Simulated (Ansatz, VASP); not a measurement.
# Ge in VASP and in Ansatz

Contents of POSCAR:

```
Ge
1.0
    4.0775675115      0.0000000000      0.0000000000
   -2.0387837557      3.5312770506      0.0000000000
    0.0000000000      0.0000000000      6.7246759070
Ge
4
Direct
    0.3333333333      0.6666666667      0.0003695990
    0.6666666667      0.3333333333      0.5003695990
    0.3333333333      0.6666666667      0.3746304010
    0.6666666667      0.3333333333      0.8746304010
```

INCAR.step1

```
SYSTEM = Ge
  PREC = Accurate
  ENCUT = 520
  ISMEAR = -1
  SIGMA = 0.02
  LREAL = .FALSE.
  LASPH = .TRUE.
  NELM = 80
  NBANDS = 36
  GGA = PE
  ALGO = Normal
  EDIFF = 1E-4
  LWAVE = .TRUE.
  LCHARG = .FALSE.
```

INCAR.step2

```
SYSTEM = Ge
  PREC = Accurate
  ENCUT = 520
  EDIFF = 1E-6
  ISMEAR = -1
  SIGMA = 0.02
  LREAL = .FALSE.
  LASPH = .TRUE.
  NELM = 80
  ALGO = Normal
  ISIF = 2
  LWAVE = .FALSE.
  LCHARG = .FALSE.
  METAGGA = R2SCAN
  LMIXTAU = .TRUE.
  NBANDS = 36
  ISTART = 1
```

Contents of KPOINTS:

```
regular mesh
0
G
  12 12 4
  0 0 0
```

Input for Ansatz:

```yaml
crystal:
  lattice:
    - [4.0775675115, 0.0, 0.0]
    - [-2.0387837557, 3.5312770506, 0.0]
    - [0.0, 0.0, 6.724675907]
  atoms:
    - { symbol: Ge, position: [0.3333333333, 0.6666666667, 0.000369599] }
    - { symbol: Ge, position: [0.6666666667, 0.3333333333, 0.500369599] }
    - { symbol: Ge, position: [0.3333333333, 0.6666666667, 0.374630401] }
    - { symbol: Ge, position: [0.6666666667, 0.3333333333, 0.874630401] }
kpoints:
  mp_grid: { grid: [12, 12, 4] }
  band_path:
    path:
      - [0.0, 0.0, 0.0]
      - [0.5, 0.0, 0.0]
      - [0.3333333333, 0.3333333333, 0.0]
      - [0.0, 0.0, 0.5]
      - [0.5, 0.0, 0.5]
      - [0.3333333333, 0.3333333333, 0.5]
      - [0.0, 0.0, -0.046631]
      - [-0.002604, 0.0, 0.195312]
    npoints: 1
hamiltonian:
  xc: r2scan
scf:
  occupations: { method: fermi_dirac, width: 0.02 }
  n_extra_bands: 5
output:
  forces: true
  stress: true
  eigenvalues: true
  write_density: true
  write_potential: true
  elf: true
  volumetric_format: npy
```

Change from the starting cell: hydrostatic strain +2.0%.

Alike in both runs: task single point; functional r2SCAN; k mesh 12 × 12 × 4; occupations fermi-dirac, width 0.02 eV; no spin polarisation.

|  | VASP | Ansatz |
| --- | --- | --- |
| version | VASP 6.6.1 | Ansatz 0.2.0 |
| potentials or method | VASP PAW PBE potentials, release 64 (Ge_d) | plane waves, PAW |
| plane-wave cutoff (eV) | 520 | 500 |
| valence electrons in the cell | 56 | 56 |

Ansatz gave:

- pressure (GPa): -3.6
- traceless stress, the component that is largest in VASP (GPa): 0.11
- rms of the force components (eV/Å): 0.006

Question: Estimate VASP's values.

Answer: Pressure (GPa): -3.6; traceless stress, the component that is largest in VASP (GPa): 0.09; rms of the force components (eV/Å): 0.005.

VASP's potentials were made for PBE, not for r2SCAN. Atom by atom the forces differ by 0.000 eV/Å (rms over components). With one functional, cell and mesh, what is left measures potentials, basis and numerics.
